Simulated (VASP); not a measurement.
A run of VASP 6.6.1 is set up as follows.

File INCAR:

```
SYSTEM = Zr3Cd2
ALGO = Normal
EDIFF = 1E-8
ENCUT = 520
GGA = PE
ISIF = 2
ISMEAR = -1
LASPH = .True.
LCHARG = .False.
LEFG = .True.
LREAL = .False.
LWAVE = .False.
NBANDS = 38
NELM = 100
PREC = Accurate
SIGMA = 0.05
```

File KPOINTS:

```
k-points
0
Gamma
  5 5 4
  0 0 0
```

File POSCAR:

```
Zr3Cd2
1.0
    5.3000000000      0.0000000000      0.0000000000
    0.0000000000      6.5200000000      0.0000000000
    0.0000000000      0.0000000000      7.8600000000
Zr Cd
3 2
Direct
    0.0000000000      0.0000000000      0.5000000000
    0.5000000000      0.0000000000      0.0000000000
    0.0000000000      0.0000000000      0.0000000000
    0.5000000000      0.5000000000      0.5000000000
    0.5000000000      0.0000000000      0.5000000000
```

Potentials or basis: VASP PAW PBE potentials, release 64 (Zr_sv, Cd).

Run with:

```bash
$ cat potpaw_PBE.64/Zr_sv/POTCAR potpaw_PBE.64/Cd/POTCAR > POTCAR
$ mpirun -np 1 vasp_std > vasp.out
```

Question: Estimate the band gap on the k mesh.

Answer: Zero (band 30 reaches 0.92 eV, above the bottom of band 31 at 0.67 eV).

Question: What does it give for the pressure?

Answer: -3.1 GPa.

Stress tensor (GPa, compression positive):
```
 1.23  0.00  0.00
 0.00 -3.06  0.00
 0.00  0.00 -7.36
```

Caveat: without QUAD_EFG the Cq values of the log hold for a quadrupole moment of 1 mb, not for the nuclei.
